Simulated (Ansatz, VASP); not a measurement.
Two plane-wave programs on BeGe6F3

```
Be Ge F
1.0
    -4.29101    4.29101    4.29101
     4.29101   -4.29101    4.29101
     4.29101    4.29101   -4.29101
Be Ge F
1 6 3
Direct
  0.00000 0.00000 0.00000
  0.00000 0.74683 0.74683
  0.00000 0.25317 0.25317
  0.74683 0.00000 0.74683
  0.25317 0.00000 0.25317
  0.74683 0.74683 0.00000
  0.25317 0.25317 0.00000
  0.00000 0.50000 0.50000
  0.50000 0.00000 0.50000
  0.50000 0.50000 0.00000
```

Alike in both runs: functional PBE; k mesh 4 × 4 × 4; occupations gaussian, width 0.1 eV; no spin polarisation.

Ansatz relaxed the structure, and its values are those at the end. VASP's run is a single point on that final structure, the one shown.

```csv
,VASP,Ansatz
version,VASP 6.6.1,Ansatz 0.2.0
potentials or method,"VASP PAW PBE potentials, release 64 (Be, Ge_d, F), cutoff 520 eV","scalar-relativistic, plane waves, PAW"
valence electrons in the cell,107,107
```

```csv
,VASP,Ansatz,Ansatz less VASP
gap on the k mesh at the Fermi level (eV),none,none,-
pressure (GPa),0.3,0.3,+0.02
rms of the force components (eV/Å),0.012,0.003,-0.0082
```

A gap of «none» marks a metal or a gap that the smearing closes.
